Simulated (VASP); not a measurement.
Set up this calculation in VASP 6.6.1, as the native input.

```
Task                   : single point
Functional             : PBE
Dispersion             : D3(BJ)
Potentials or basis    : VASP PAW PBE potentials, release 64 (Al, O)
Cutoff                 : 520 eV
k mesh                 : 9 × 9 × 4
Occupations            : gaussian, width 0.05 eV
Spin                   : no spin polarisation
Dipole correction      : no
Further INCAR settings : ALGO = Normal; EDIFF = 1e-06; NBANDS = 20
```

The structure of Al2O3 lies in POSCAR:

```
Al2O3
1.0
    2.9532000000      0.0000000000      0.0000000000
   -1.4766000000      2.5575462224      0.0000000000
    0.0000000000      0.0000000000      7.2962596973
Al O
2 3
Direct
    0.0000000000      0.0000000000      0.1907358529
    0.0000000000      0.0000000000      0.8092641471
    0.3333333333      0.6666666667      0.2840924954
    0.6666666667      0.3333333333      0.0000000000
    0.3333333333      0.6666666667      0.7159075046
```

The input as run:

INCAR

```
PREC = Accurate ; ENCUT = 520
EDIFF = 1E-6 ; ISMEAR = 0
SIGMA = 0.05 ; LREAL = False
LASPH = True ; NELM = 60
ALGO = Normal ; ISIF = 2
LWAVE = False ; LCHARG = False
GGA = PE ; IVDW = 12
NBANDS = 20
```

KPOINTS

```
Automatic mesh
0
Gamma
  9 9 4
```

Potentials or basis: VASP PAW PBE potentials, release 64 (Al, O).

The run is started by

```console
$ cat potpaw_PBE.64/Al/POTCAR potpaw_PBE.64/O/POTCAR > POTCAR
$ mpirun -np 1 vasp_std > vasp.out
```

It gave:

```
Pressure                   : -11.2 GPa
Largest force              : 0.613 eV/Å
Band gap on the k mesh     : 3.75 eV, indirect (least direct gap 3.83 eV)
Dispersion energy per atom : -0.183 eV
```

Run time: 22 s on 1 thread of AMD EPYC 9R45 96-Core Processor (Zen 5), on a shared host, peak memory 0.17 GiB.
